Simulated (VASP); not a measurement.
# Ta (I4/mmm) in VASP: further runs

The runs below take Ta through single point, with PBE.

All numbers are computed with VASP 6.6.1; they aren't measurements. Logs are shortened: lines on timing, memory, paths and dates and some standing lists are left out, and cuts for length are marked.

## (1) The cell of the first run

Symmetry: I4/mmm, No. 139, tetragonal system. The conventional cell has a = 3.319 Å, b = 3.319 Å, c = 2.821 Å, α = 90.00°, β = 90.00°, γ = 90.00°. Within 3.6 Å of Ta (site symmetry 4/mmm) lie 14 Ta at 2.74 to 3.32 Å.

## (2) Single point, PBE (normal strain along x +0.0000, normal strain along z -0.1500)

Contents of INCAR:

```
SYSTEM = Ta
PREC = Accurate
ENCUT = 520
EDIFF = 1E-6
ISMEAR = 0
SIGMA = 0.15
LREAL = .FALSE.
LASPH = .TRUE.
NELM = 80
ALGO = Fast
ISIF = 2
LWAVE = .FALSE.
LCHARG = .FALSE.
GGA = PE
NBANDS = 12
```

Contents of KPOINTS:

```
Automatic mesh
0
G
  18 18 18
  0 0 0
```

Contents of POSCAR:

```
Ta
1.0
   -1.6594835689      1.6594835689      1.4105610336
    1.6594835689     -1.6594835689      1.4105610336
    1.6594835689      1.6594835689     -1.4105610336
Ta
1
Direct
    0.0000000000      0.0000000000      0.0000000000
```

Potentials or basis: VASP PAW PBE potentials, release 64 (Ta_pv).

Launch:

```console
$ cat potpaw_PBE.64/Ta_pv/POTCAR > POTCAR
$ mpirun -np 1 vasp_std > vasp.out
```

OUTCAR:

```text
SYSTEM = Ta
   PREC = Accurate
   ENCUT = 520
   EDIFF = 1E-6
   ISMEAR = 0
   LREAL = .FALSE.
   LASPH = .TRUE.
   NELM = 80
   ISIF = 2
   GGA = PE

 ion  position               nearest neighbor table
   1  0.000  0.000  0.000-

  LATTYP: Found a body centered tetragonal cell.
 ALAT       =     3.3189671378
 C/A-ratio  =     0.8500000000

  Lattice vectors:

 A1 = (  -1.6594835689,   1.6594835689,   1.4105610336)
 A2 = (   1.6594835689,  -1.6594835689,   1.4105610336)
 A3 = (   1.6594835689,   1.6594835689,  -1.4105610336)

Analysis of symmetry for initial positions (statically):
=====================================================================
 Subroutine PRICEL returns:
 Original cell was already a primitive cell.

 Routine SETGRP: Setting up the symmetry group for a
 body centered tetragonal supercell.

 Subroutine GETGRP returns: Found 16 space group operations
 (whereof 16 operations were pure point group operations)
 out of a pool of 16 trial point group operations.

The static configuration has the point symmetry D_4h.

Analysis of symmetry for dynamics (positions and initial velocities):
=====================================================================
 Subroutine PRICEL returns:
 Original cell was already a primitive cell.

 Routine SETGRP: Setting up the symmetry group for a
 body centered tetragonal supercell.

 Subroutine GETGRP returns: Found 16 space group operations
 (whereof 16 operations were pure point group operations)
 out of a pool of 16 trial point group operations.

The dynamic configuration has the point symmetry D_4h.

 Subroutine INISYM returns: Found 16 space group operations
 (whereof 16 operations are pure point group operations),
 and found     1 'primitive' translations

----------------------------------------------------------------------------------------

                                     Primitive cell

  volume of cell :      15.5381

  direct lattice vectors                    reciprocal lattice vectors
    -1.659483569  1.659483569  1.410561034     0.000000000  0.301298554  0.354468887
     1.659483569 -1.659483569  1.410561034     0.301298554  0.000000000  0.354468887
     1.659483569  1.659483569 -1.410561034     0.301298554  0.301298554  0.000000000

  length of vectors
     2.738147889  2.738147889  2.738147889     0.465219315  0.465219315  0.426100502

  position of ions in fractional coordinates (direct lattice)
     0.000000000  0.000000000  0.000000000
[... 77 lines left out ...]
   LREAL  =      F    real-space projection
   EDIFFG = 0.1E-04   stopping-criterion for IOM
   NSW    =      0    number of steps for IOM
   IBRION =     -1    ionic relax: 0-MD 1-quasi-New 2-CG
   NFREE  =      0    steps in history (QN), initial steepest desc. (CG)
   ISIF   =      2    stress and relaxation
   ISYM   =      2    0-nonsym 1-usesym 2-fastsym
   POTIM  = 0.5000    time-step for ionic-motion
   TEBEG  =    0.0;   TEEND  =   0.0 temperature during run
   PSTRESS=    0.0 pullay stress
   NELECT =      11.0000    total number of electrons
   NUPDOWN=      -1.0000    fix difference up-down
   EMIN   =  10.00;   EMAX   =-10.00  energy-range for DOS
   EFERMI =   0.00;   METHOD = LEGACY
   ISMEAR =     0;   SIGMA  =   0.15  broadening in eV -4-tet -1-fermi 0-gaus
   EFERMI_NEDOS =   21; number of points for ismear=-14 and -15
   IALGO  =     68    algorithm
   IMIX   =      4    mixing-type and parameters
     AMIX     =   0.40;   BMIX     =  1.00
     AMIX_MAG =   1.60;   BMIX_MAG =  1.00
  volume/ion in A,a.u.               =      15.54       104.86
  Fermi-wavevector in a.u.,A,eV,Ry     =   1.459060  2.757223 28.964843  2.128856
  Thomas-Fermi vector in A             =   2.575671
   LORBIT       =      0    0 simple, 1 ext, 2 COOP (PROOUT), +10 PAW based schemes
   GGA     = PE    functional components
   LHFCALC =     F    Hartree Fock is set to
   AEXX    =    0.0000 exact exchange contribution
   IVDW    =     0    specifies the selected vdW correction
   LEPSILON=     F    determine dielectric tensor
   LRPA    =     F    only Hartree local field effects (RPA)
 non-spin polarized calculation
 RMM-DIIS sequential band-by-band and
 Gauss-broadening in eV      SIGMA  =   0.15
  energy-cutoff  :      520.00
  volume of cell :       15.54
 maximum number of plane-waves:       436
   NGX = 11   NGY = 11   NGZ = 11

 number of electron      10.9999999 magnetization

 Free energy of the ion-electron system (eV)
  ---------------------------------------------------
  ext. energy  EPLUGINS =         0.00000000
  ---------------------------------------------------
  free energy    TOTEN  =       -11.36229747 eV

  energy without entropy =      -11.35006365  energy(sigma->0) =      -11.35618056

 E-fermi :   6.9577     XC(G=0): -13.3878

 val. band max:        6.9534153512   @ k =  -0.3889   0.3333   0.0000
 cond. band min:       6.9585816152   @ k =   0.2778   0.2222   0.1111
 fundamental gap:      0.0051662640
 Fermi energy:         6.9576668872

 k-point     1 :       0.0000    0.0000    0.0000
  band No.  band energies     occupation
      1     -25.7627      2.00000
      2     -25.7627      2.00000
      3     -25.6289      2.00000
      4      -1.6844      2.00000
      5       5.9650      2.00000
      6       8.6665      0.00000
      7       8.6665      0.00000
      8       9.1870      0.00000
      9      12.8382      0.00000
     10      21.6762      0.00000
     11      21.6762      0.00000
     12      21.9352      0.00000
[... 331 lines left out ...]
 k-point    24 :      -0.2222    0.0556    0.0000
  band No.  band energies     occupation
      1     -26.3844      2.00000
      2     -25.9632      2.00000
      3     -25.7702      2.00000
      4       0.2644      2.00000
      5       5.7822      2.00000
      6       7.2255      0.01155
      7       9.3934      0.00000
      8      10.1950      0.00000
      9      11.9599      0.00000
     10      21.9329      0.00000
     11      23.5582      0.00000
     12      24.9861      0.00000

 [... further k-points ...]
[... 5 lines left out ...]
  --------------------------------------------------------------------------------------
  -------------------------------------------------------------------------------------
  Total        3.7569735      3.7569735      6.1991997      0.0000000     -0.0000000      0.0000000
  in kB      387.3922455    387.3922455    639.2171594      0.0000000     -0.0000000      0.0000000
  external PRESSURE =     471.3338835 kB  Pullay stress =       0.0000000 kB

 VOLUME and BASIS-vectors are now :
 -----------------------------------------------------------------------------
  energy-cutoff  :      520.00
  volume of cell :       15.54
      direct lattice vectors                 reciprocal lattice vectors
    -1.659483569  1.659483569  1.410561034     0.000000000  0.301298554  0.354468887
     1.659483569 -1.659483569  1.410561034     0.301298554  0.000000000  0.354468887
     1.659483569  1.659483569 -1.410561034     0.301298554  0.301298554  0.000000000

 POSITION                                       TOTAL-FORCE (eV/Angst)
 -----------------------------------------------------------------------------------
      0.00000      0.00000      0.00000         0.000000     -0.000000      0.000000
 -----------------------------------------------------------------------------------
    total drift:                                0.000000     -0.000000      0.000000

  FREE ENERGIE OF THE ION-ELECTRON SYSTEM (eV)
  ---------------------------------------------------
  free  energy   TOTEN  =       -11.3622974691 eV

  energy  without entropy=      -11.3500636535  energy(sigma->0) =      -11.35618056
```

OSZICAR:

```text
N       E                     dE             d eps       ncg     rms          rms(c)
DAV:   1     0.619002372177E+02    0.61900E+02   -0.61464E+03 11560   0.900E+02
DAV:   2    -0.107675900938E+02   -0.72668E+02   -0.70717E+02 12892   0.252E+02
DAV:   3    -0.117219232324E+02   -0.95433E+00   -0.94697E+00 13448   0.272E+01
DAV:   4    -0.117238945292E+02   -0.19713E-02   -0.19712E-02 12620   0.138E+00
DAV:   5    -0.117238995110E+02   -0.49818E-05   -0.49822E-05 13384   0.652E-02    0.176E+01
RMM:   6    -0.114578288227E+02    0.26607E+00   -0.16133E-01 12250   0.348E+00    0.918E+00
RMM:   7    -0.113628371649E+02    0.94992E-01   -0.19911E-01 13133   0.382E+00    0.358E-01
RMM:   8    -0.113622388384E+02    0.59833E-03   -0.80602E-03 14183   0.928E-01    0.249E-01
RMM:   9    -0.113623203494E+02   -0.81511E-04   -0.70702E-04 14580   0.294E-01    0.453E-02
RMM:  10    -0.113623031857E+02    0.17164E-04   -0.81970E-05 14558   0.994E-02    0.804E-03
RMM:  11    -0.113622976241E+02    0.55616E-05   -0.13654E-05 13785   0.416E-02    0.546E-03
RMM:  12    -0.113622974691E+02    0.15496E-06   -0.22009E-06 11755   0.162E-02
   1 F= -.11362297E+02 E0= -.11356181E+02  d E =-.122338E-01
```

stdout:

```text
POSCAR found type information on POSCAR Ta
 POSCAR found :  1 types and       1 ions
 scaLAPACK will be used
 LDA part: xc-table for (Slater+PW92), standard interpolation
 POSCAR, INCAR and KPOINTS ok, starting setup
 FFT: planning ... GRIDC
 FFT: planning ... GRID_SOFT
 FFT: planning ... GRID
 WAVECAR not read
 entering main loop
WARNING in EDDRMM: call to ZHEGV failed, returncode =   8  4     12
```

Run time: 25 s. Hardware: 1 thread of Intel Xeon 6975P-C (Granite Rapids), shared host; peak memory 0.2 GiB.

What came out:

| Property | Result |
| --- | --- |
| Free energy | -11.3623 eV |
| Pressure | 47.1 GPa |

Stress tensor (GPa, compression positive):
```
38.74  0.00  0.00
 0.00 38.74  0.00
 0.00  0.00 63.92
```

Caveat: the cell differs from its parent crystal (normal strain along x +0.0000, normal strain along z -0.1500); spin-orbit coupling is left out, which moves the levels of the heavy elements.

## (3) Single point, PBE (normal strain along x -0.1100, normal strain along z +0.0000)

Contents of INCAR:

```
SYSTEM = Ta
PREC = Accurate
ENCUT = 520
EDIFF = 1E-6
ISMEAR = 0
SIGMA = 0.15
LREAL = .False.
LASPH = .True.
NELM = 60
ALGO = Normal
ISIF = 2
LWAVE = .False.
LCHARG = .False.
GGA = PE
NBANDS = 12
```

Contents of KPOINTS:

```
regular mesh
0
Gamma
  18 18 18
  0 0 0
```

Contents of POSCAR:

```
Ta
1.0
   -1.4769403763      1.6594835689      1.6594835689
    1.4769403763     -1.6594835689      1.6594835689
    1.4769403763      1.6594835689     -1.6594835689
Ta
1
Direct
    0.0000000000      0.0000000000      0.0000000000
```

Potentials or basis: VASP PAW PBE potentials, release 64 (Ta_pv).

Launch:

```console
$ cat potpaw_PBE.64/Ta_pv/POTCAR > POTCAR
$ mpirun -np 1 vasp_std > vasp.out
```

OUTCAR:

```text
SYSTEM = Ta
   PREC = Accurate
   ENCUT = 520
   EDIFF = 1E-6
   ISMEAR = 0
   LREAL = .False.
   LASPH = .True.
   NELM = 60
   ISIF = 2
   GGA = PE

 ion  position               nearest neighbor table
   1  0.000  0.000  0.000-

  LATTYP: Found a body centered tetragonal cell.
 ALAT       =     3.3189671378
 C/A-ratio  =     0.8900000000

  Lattice vectors:

 A1 = (  -1.4769403763,   1.6594835689,  -1.6594835689)
 A2 = (  -1.4769403763,  -1.6594835689,   1.6594835689)
 A3 = (   1.4769403763,   1.6594835689,   1.6594835689)

Analysis of symmetry for initial positions (statically):
[... 531 lines left out ...]
      6       6.2867      1.76846
      7       8.8908      0.00000
      8      11.2582      0.00000
      9      11.6785      0.00000
     10      21.3627      0.00000
     11      21.6898      0.00000
     12      23.1175      0.00000

 [... further k-points ...]
[... 5 lines left out ...]
  --------------------------------------------------------------------------------------
  -------------------------------------------------------------------------------------
  Total        4.0100206      2.6126321      2.6126321      0.0000000      0.0000000      0.0000000
  in kB      394.9010817    257.2882584    257.2882584      0.0000000      0.0000000      0.0000000
  external PRESSURE =     303.1591995 kB  Pullay stress =       0.0000000 kB

 VOLUME and BASIS-vectors are now :
 -----------------------------------------------------------------------------
  energy-cutoff  :      520.00
  volume of cell :       16.27
      direct lattice vectors                 reciprocal lattice vectors
    -1.476940376  1.659483569  1.659483569     0.000000000  0.301298554  0.301298554
     1.476940376 -1.659483569  1.659483569     0.338537701  0.000000000  0.301298554
     1.476940376  1.659483569 -1.659483569     0.338537701  0.301298554  0.000000000

 POSITION                                       TOTAL-FORCE (eV/Angst)
 -----------------------------------------------------------------------------------
      0.00000      0.00000      0.00000        -0.000000     -0.000000     -0.000000
 -----------------------------------------------------------------------------------
    total drift:                                0.000000      0.000000     -0.000000

  FREE ENERGIE OF THE ION-ELECTRON SYSTEM (eV)
  ---------------------------------------------------
  free  energy   TOTEN  =       -11.5958259446 eV

  energy  without entropy=      -11.5830579976  energy(sigma->0) =      -11.58944197
```

Run time: 22 s. Hardware: 1 thread of Intel Xeon 6975P-C (Granite Rapids), shared host; peak memory 0.21 GiB.

Results:

```yaml
Free_energy: -11.5958 eV
Pressure: 30.3 GPa
```

Caveat: the cell differs from its parent crystal (normal strain along x -0.1100, normal strain along z +0.0000); spin-orbit coupling is left out, which moves the levels of the heavy elements.

## (4) Single point, PBE (normal strain along x +0.0000, normal strain along z -0.1125)

Contents of INCAR:

```
SYSTEM = Ta
  PREC = Accurate
  ENCUT = 520
  EDIFF = 1E-7
  ISMEAR = 0
  SIGMA = 0.15
  LREAL = .False.
  LASPH = .True.
  NELM = 100
  ALGO = Fast
  ISIF = 2
  LWAVE = .False.
  LCHARG = .False.
  GGA = PE
  NBANDS = 12
```

Contents of KPOINTS:

```
Automatic mesh
0
Gamma
  18 18 18
  0 0 0
```

Contents of POSCAR:

```
Ta
1.0
   -1.6594835689      1.6594835689      1.4727916674
    1.6594835689     -1.6594835689      1.4727916674
    1.6594835689      1.6594835689     -1.4727916674
Ta
1
Direct
    0.0000000000      0.0000000000      0.0000000000
```

Launch:

```console
$ cat potpaw_PBE.64/Ta_pv/POTCAR > POTCAR
$ mpirun -np 1 vasp_std > vasp.out
```

Wall time 32 s (1 thread of Intel Xeon 6975P-C (Granite Rapids), shared host); peak memory 0.21 GiB.

Results (log left out):

```
Free energy : -11.5844 eV
Pressure    : 31.3 GPa
```

Stress tensor (GPa, compression positive):
```
26.49  0.00  0.00
 0.00 26.49  0.00
 0.00  0.00 40.81
```

Levels at points of the mesh, in eV from the Fermi level:
| k point | band 2 | band 3 | band 4 | band 5 | band 6 | band 7 | band 8 | band 9 |
| --- | --- | --- | --- | --- | --- | --- | --- | --- |
| (0.00, 0.00, 0.00) | -32.73 | -32.68 | -8.37 | -0.42 | 1.42 | 1.42 | 2.89 | 5.43 |
| (0.50, 0.00, 0.00) | -33.27 | -32.83 | -4.94 | -2.46 | 2.47 | 4.19 | 6.79 | 8.68 |
| (0.50, 0.50, 0.00) | -33.09 | -32.67 | -4.95 | -0.61 | 1.43 | 2.68 | 4.64 | 8.53 |
| (0.50, 0.50, 0.50) | -33.95 | -33.55 | -4.72 | -4.36 | 7.54 | 7.54 | 8.08 | 8.58 |

Caveat: the cell differs from its parent crystal (normal strain along x +0.0000, normal strain along z -0.1125); spin-orbit coupling is left out, which moves the levels of the heavy elements.

## (5) The runs side by side

| cell | gap on the mesh (eV) | pressure (GPa) |
| --- | --- | --- |
| a = 2.738 Å, angles 105.4, 105.4, 118.0°, 1 atom | none | 47.1 |
| a = 2.773 Å, angles 115.6, 106.5, 106.5°, 1 atom | none | 30.3 |
| a = 2.771 Å, angles 106.4, 106.4, 115.8°, 1 atom | none | 31.3 |

Alike in all rows: task single point; level PBE; potentials or basis VASP PAW PBE potentials, release 64 (Ta_pv); no spin polarisation; k mesh 18 × 18 × 18; cutoff (eV) 520; smearing gaussian 0.15 eV.

Caveats: spin-orbit coupling is left out, which moves the levels of the heavy elements.

Total energies depend on the potentials used, so only differences within one code and one set of settings carry meaning.
